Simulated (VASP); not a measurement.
# TiAl3 (P1) in VASP: single point with PBE

Aim: the single point of TiAl3 with PBE.

Program: VASP 6.6.1. These are calculated values, not measurements. Logs are shortened: lines on timing, memory, paths and dates and some standing lists are left out, and cuts for length are marked.

## 1. The cell of the first run

The typed cell holds 8 atoms: a = 5.097 Å, b = 5.097 Å, c = 5.438 Å, α = 90.00°, β = 90.00°, γ = 115.52°.

## 2. Single point, PBE (all atoms moved at random, sigma 0.1 Å a component, then relaxed in part)

INCAR

```
  PREC = Accurate
  ENCUT = 520
  EDIFF = 1E-6
  ISMEAR = 0
  SIGMA = 0.15
  LREAL = False
  LASPH = True
  NELM = 100
  ALGO = Normal
  ISIF = 2
  LWAVE = False
  LCHARG = True
  GGA = PE
  LELF = True
  LVHAR = True
  NBANDS = 31
```

KPOINTS

```
Automatic mesh
0
Gamma
  8 8 6
```

POSCAR

```
TiAl3
1.0
    1.9226734295     -1.9226734295     -4.3114047961
    1.9226734295     -1.9226734295      4.3114047961
   -3.8453468589     -3.8453468589      0.0000000000
Ti Al
2 6
Direct
   -0.0000711694      0.0000155898     -0.0000042792
    0.5001134993      0.5000619843      0.5000100976
    0.4997443886      0.5001734637      0.0000252978
    0.0004180568     -0.0001563485      0.4999749348
   -0.0002018931      0.4998540793      0.2501572678
    0.5000707388      0.0000883172      0.7498378559
    0.5000193508     -0.0000095162      0.2498891526
    0.9999070282      0.4999724304      0.7501096727
```

Potentials or basis: VASP PAW PBE potentials, release 64 (Ti_sv, Al).

Run with:

```console
> cat potpaw_PBE.64/Ti_sv/POTCAR potpaw_PBE.64/Al/POTCAR > POTCAR
> mpirun -np 1 vasp_std > vasp.out
```

OUTCAR:

```text
PREC = Accurate
   ENCUT = 520
   EDIFF = 1E-6
   ISMEAR = 0
   LREAL = False
   LASPH = True
   NELM = 100
   ISIF = 2
   GGA = PE

 ion  position               nearest neighbor table
   1  1.000  0.000  1.000-   4 2.72   3 2.72   3 2.72   4 2.72   7 2.89   8 2.89   8 2.89   6 2.89
                             5 2.89   7 2.89   5 2.89   6 2.89
   2  0.500  0.500  0.500-   4 2.72   3 2.72   3 2.72   4 2.72   5 2.89   6 2.89   8 2.89   6 2.89
                             7 2.89   7 2.89   5 2.89   8 2.89
   3  0.500  0.500  0.000-   2 2.72   1 2.72   1 2.72   2 2.72   7 2.89   8 2.89   6 2.89   5 2.89
                             8 2.89   7 2.89   5 2.89   6 2.89
   4  0.000  1.000  0.500-   2 2.72   1 2.72   1 2.72   2 2.72   6 2.89   7 2.89   5 2.89   8 2.89
                             5 2.89   6 2.89   8 2.89   7 2.89
   5  1.000  0.500  0.250-   7 2.72   8 2.72   8 2.72   7 2.72   4 2.89   2 2.89   3 2.89   1 2.89
                             2 2.89   4 2.89   1 2.89   3 2.89
   6  0.500  0.000  0.750-   8 2.72   7 2.72   7 2.72   8 2.72   4 2.89   2 2.89   3 2.89   2 2.89
                             1 2.89   1 2.89   3 2.89   4 2.89
   7  0.500  1.000  0.250-   5 2.72   6 2.72   6 2.72   5 2.72   4 2.89   3 2.89   1 2.89   2 2.89
                             1 2.89   2 2.89   3 2.89   4 2.89
   8  1.000  0.500  0.750-   6 2.72   5 2.72   5 2.72   6 2.72   3 2.89   4 2.89   2 2.89   1 2.89
                             1 2.89   3 2.89   2 2.89   4 2.89

  LATTYP: Found a base centered orthorhombic cell.
 ALAT       =     5.4381416800
 B/A-ratio  =     1.5856169441
 C/A-ratio  =     1.0000000000

  Lattice vectors:

 A1 = (   1.9226734295,  -1.9226734295,  -4.3114047961)
 A2 = (   1.9226734295,  -1.9226734295,   4.3114047961)
 A3 = (  -3.8453468589,  -3.8453468589,   0.0000000000)

Analysis of symmetry for initial positions (statically):
=====================================================================
 Subroutine PRICEL returns:
 Original cell was already a primitive cell.

 Routine SETGRP: Setting up the symmetry group for a
 base centered orthorhombic supercell.

 Subroutine GETGRP returns: Found  1 space group operations
 (whereof  1 operations were pure point group operations)
 out of a pool of  8 trial point group operations.

The static configuration has the point symmetry C_1 .

Analysis of symmetry for dynamics (positions and initial velocities):
=====================================================================
 Subroutine PRICEL returns:
 Original cell was already a primitive cell.

 Routine SETGRP: Setting up the symmetry group for a
 base centered orthorhombic supercell.

 Subroutine GETGRP returns: Found  1 space group operations
 (whereof  1 operations were pure point group operations)
 out of a pool of  8 trial point group operations.

The dynamic configuration has the point symmetry C_1 .

 Subroutine INISYM returns: Found  1 space group operations
 (whereof  1 operations are pure point group operations),
 and found     1 'primitive' translations

----------------------------------------------------------------------------------------

                                     Primitive cell

  volume of cell :     127.5028

  direct lattice vectors                    reciprocal lattice vectors
     1.922673430 -1.922673430 -4.311404796     0.130027282 -0.130027282 -0.115971481
     1.922673430 -1.922673430  4.311404796     0.130027282 -0.130027282  0.115971481
    -3.845346859 -3.845346859  0.000000000    -0.130027282 -0.130027282  0.000000000

  length of vectors
     5.097210762  5.097210762  5.438141680     0.217401869  0.217401869  0.183886346

  position of ions in fractional coordinates (direct lattice)
     0.999928831  0.000015590  0.999995721
     0.500113499  0.500061984  0.500010098
     0.499744389  0.500173464  0.000025298
     0.000418057  0.999843652  0.499974935
     0.999798107  0.499854079  0.250157268
     0.500070739  0.000088317  0.749837856
     0.500019351  0.999990484  0.249889153
     0.999907028  0.499972430  0.750109673

  ion indices of the primitive-cell ions
   primitive index   ion index
                 1           1
                 2           2
                 3           3
                 4           4
                 5           5
                 6           6
                 7           7
                 8           8

----------------------------------------------------------------------------------------

 KPOINTS: Automatic mesh

Automatic generation of k-mesh.
 Grid dimensions read from file:
 generate k-points for:    8    8    6

 Generating k-lattice:

  Cartesian coordinates                     Fractional coordinates (reciprocal lattice)
     0.016253410 -0.016253410 -0.014496435     0.125000000 -0.000000000  0.000000000
     0.016253410 -0.016253410  0.014496435    -0.000000000  0.125000000  0.000000000
    -0.021671214 -0.021671214  0.000000000     0.000000000  0.000000000  0.166666667

  Length of vectors
     0.027175234  0.027175234  0.030647724

  Shift w.r.t. Gamma in fractional coordinates (k-lattice)
     0.000000000  0.000000000  0.000000000

 Subroutine IBZKPT returns following result:
 ===========================================

 Found    196 irreducible k-points:

 Following reciprocal coordinates:
            Coordinates               Weight
  0.000000  0.000000  0.000000      1.000000
  0.125000 -0.000000  0.000000      2.000000
 -0.000000  0.125000  0.000000      2.000000
  0.250000 -0.000000  0.000000      2.000000
 -0.000000  0.250000  0.000000      2.000000
  0.375000  0.000000  0.000000      2.000000
[... 16 lines left out ...]
  0.375000  0.250000  0.000000      2.000000
  0.250000  0.375000  0.000000      2.000000
 [... further k-points ...]
   k-points           NKPTS =    196   k-points in BZ     NKDIM =    196   number of bands    NBANDS=     31
   number of dos      NEDOS =    301   number of ions     NIONS =      8
   total plane-waves  NPLWV =  64000
   dimension x,y,z NGX =    40 NGY =   40 NGZ =   40
   dimension x,y,z NGXF=    80 NGYF=   80 NGZF=   80
   ions per type =               2   6
   NGX,Y,Z   is equivalent  to a cutoff of  13.05, 13.05, 12.23 a.u.
   NGXF,Y,Z  is equivalent  to a cutoff of  26.09, 26.09, 24.46 a.u.
 SYSTEM =  unknown system
   PREC   = accura    normal or accurate (medium, high low for compatibility)
   ISTART =      0    job   : 0-new  1-cont  2-samecut
   ICHARG =      2    charge: 1-file 2-atom 10-const
   ISPIN  =      1    spin polarized calculation?
   LNONCOLLINEAR =      F non collinear calculations
   LSORBIT =      F    spin-orbit coupling
   LASPH  =      T    aspherical Exc in radial PAW
   ENCUT  =  520.0 eV  38.22 Ry    6.18 a.u.   9.48  9.48 10.11*2*pi/ulx,y,z
   NELM   =    100;   NELMIN=  2; NELMDL= -5     # of ELM steps
   EDIFF  = 0.1E-05   stopping-criterion for ELM
   LREAL  =      F    real-space projection
   EDIFFG = 0.1E-04   stopping-criterion for IOM
   NSW    =      0    number of steps for IOM
   IBRION =     -1    ionic relax: 0-MD 1-quasi-New 2-CG
   NFREE  =      0    steps in history (QN), initial steepest desc. (CG)
   ISIF   =      2    stress and relaxation
   ISYM   =      2    0-nonsym 1-usesym 2-fastsym
   POTIM  = 0.5000    time-step for ionic-motion
   TEBEG  =    0.0;   TEEND  =   0.0 temperature during run
   PSTRESS=    0.0 pullay stress
   NELECT =      42.0000    total number of electrons
   NUPDOWN=      -1.0000    fix difference up-down
   EMIN   =  10.00;   EMAX   =-10.00  energy-range for DOS
   EFERMI =   0.00;   METHOD = LEGACY
   ISMEAR =     0;   SIGMA  =   0.15  broadening in eV -4-tet -1-fermi 0-gaus
   EFERMI_NEDOS =   21; number of points for ismear=-14 and -15
   IALGO  =     38    algorithm
   IMIX   =      4    mixing-type and parameters
     AMIX     =   0.40;   BMIX     =  1.00
     AMIX_MAG =   1.60;   BMIX_MAG =  1.00
  volume/ion in A,a.u.               =      15.94       107.55
  Fermi-wavevector in a.u.,A,eV,Ry     =   1.130623  2.136568 17.392455  1.278309
  Thomas-Fermi vector in A             =   2.267320
   LORBIT       =      0    0 simple, 1 ext, 2 COOP (PROOUT), +10 PAW based schemes
   GGA     = PE    functional components
   LHFCALC =     F    Hartree Fock is set to
   AEXX    =    0.0000 exact exchange contribution
   IVDW    =     0    specifies the selected vdW correction
   LEPSILON=     F    determine dielectric tensor
   LRPA    =     F    only Hartree local field effects (RPA)
 non-spin polarized calculation
 Gauss-broadening in eV      SIGMA  =   0.15
  energy-cutoff  :      520.00
  volume of cell :      127.50
 maximum number of plane-waves:      3476
 NGX is ok and might be reduce to    40
   NGX = 19   NGY = 19   NGZ = 21

 number of electron      42.0000010 magnetization

 Free energy of the ion-electron system (eV)
  ---------------------------------------------------
  ext. energy  EPLUGINS =         0.00000000
  ---------------------------------------------------
  free energy    TOTEN  =       -41.35040697 eV

  energy without entropy =      -41.31760212  energy(sigma->0) =      -41.33400455

 E-fermi :   8.1756     XC(G=0): -10.7176

 val. band max:        8.1703119891   @ k =   0.5000  -0.2500   0.1667
 cond. band min:       8.2227072029   @ k =   0.2500   0.3750   0.0000
 fundamental gap:      0.0523952138
 Fermi energy:         8.1755661939

 k-point     1 :       0.0000    0.0000    0.0000
  band No.  band energies     occupation
      1     -48.3349      2.00000
      2     -48.3326      2.00000
      3     -24.6711      2.00000
      4     -24.6686      2.00000
      5     -24.6486      2.00000
      6     -24.6467      2.00000
[... 23 lines left out ...]
     30      10.9474      0.00000
     31      11.3186      0.00000

 k-point     2 :       0.1250   -0.0000    0.0000
  band No.  band energies     occupation
      1     -48.3348      2.00000
      2     -48.3327      2.00000
      3     -24.6702      2.00000
      4     -24.6679      2.00000
      5     -24.6494      2.00000
      6     -24.6477      2.00000
[... 740 lines left out ...]
 k-point    24 :       0.2500    0.3750    0.0000
  band No.  band energies     occupation
      1     -48.3341      2.00000
      2     -48.3333      2.00000
      3     -24.6637      2.00000
      4     -24.6630      2.00000
      5     -24.6556      2.00000
      6     -24.6544      2.00000
[... 23 lines left out ...]
     30      11.5955      0.00000
     31      11.7284      0.00000

 [... further k-points ...]
[... 5 lines left out ...]
  --------------------------------------------------------------------------------------
  -------------------------------------------------------------------------------------
  Total        0.0348979      0.0351489     -0.0805812     -0.0337463      0.0002838      0.0002616
  in kB        0.4385201      0.4416743     -1.0125682     -0.4240499      0.0035663      0.0032867
  external PRESSURE =      -0.0441246 kB  Pullay stress =       0.0000000 kB

 VOLUME and BASIS-vectors are now :
 -----------------------------------------------------------------------------
  energy-cutoff  :      520.00
  volume of cell :      127.50
      direct lattice vectors                 reciprocal lattice vectors
     1.922673430 -1.922673430 -4.311404796     0.130027282 -0.130027282 -0.115971481
     1.922673430 -1.922673430  4.311404796     0.130027282 -0.130027282  0.115971481
    -3.845346859 -3.845346859  0.000000000    -0.130027282 -0.130027282  0.000000000

 POSITION                                       TOTAL-FORCE (eV/Angst)
 -----------------------------------------------------------------------------------
     -1.92276     -5.76790     -4.31103         0.000421      0.000287     -0.002386
      0.00030     -3.84572     -0.00022        -0.001311      0.001121      0.003253
      1.92242     -1.92261      0.00185         0.001101      0.000304     -0.004665
      0.00060     -3.84575      4.30893        -0.003191      0.001569      0.008001
      1.92140     -3.84528     -2.15546         0.005199     -0.000393     -0.001505
     -1.92174     -3.84503     -2.15563        -0.002971     -0.002146     -0.001128
      1.92312     -3.84494      2.15558        -0.000384      0.000273      0.000144
     -0.00065     -5.76821     -2.15542         0.001135     -0.001016     -0.001712
 -----------------------------------------------------------------------------------
    total drift:                                0.000011      0.000005     -0.000003

  FREE ENERGIE OF THE ION-ELECTRON SYSTEM (eV)
  ---------------------------------------------------
  free  energy   TOTEN  =       -41.3504069736 eV

  energy  without entropy=      -41.3176021181  energy(sigma->0) =      -41.33400455
```

Wall time 8.5 min (1 thread of Intel Xeon Platinum 8488C (Sapphire Rapids), shared host); peak memory 0.68 GiB.

What came out:

| Item | Value |
| --- | --- |
| Free energy | -41.3504 eV |
| Pressure | 0.0 GPa |
| Largest force | 0.009 eV/Å |
| Band gap on the k mesh | zero (band 21 reaches 8.67 eV, above the bottom of band 22 at 6.95 eV) |

Forces on the atoms (eV/Å):
```
Ti   0.000  0.000 -0.002
Ti  -0.001  0.001  0.003
Al   0.001  0.000 -0.005
Al  -0.003  0.002  0.008
Al   0.005  0.000 -0.002
Al  -0.003 -0.002 -0.001
Al   0.000  0.000  0.000
Al   0.001 -0.001 -0.002
```

Stress tensor (GPa, compression positive):
```
 0.04 -0.04  0.00
-0.04  0.04  0.00
 0.00  0.00 -0.10
```

Caveat: the cell differs from its parent crystal (all atoms moved at random, sigma 0.1 Å a component, then relaxed in part).
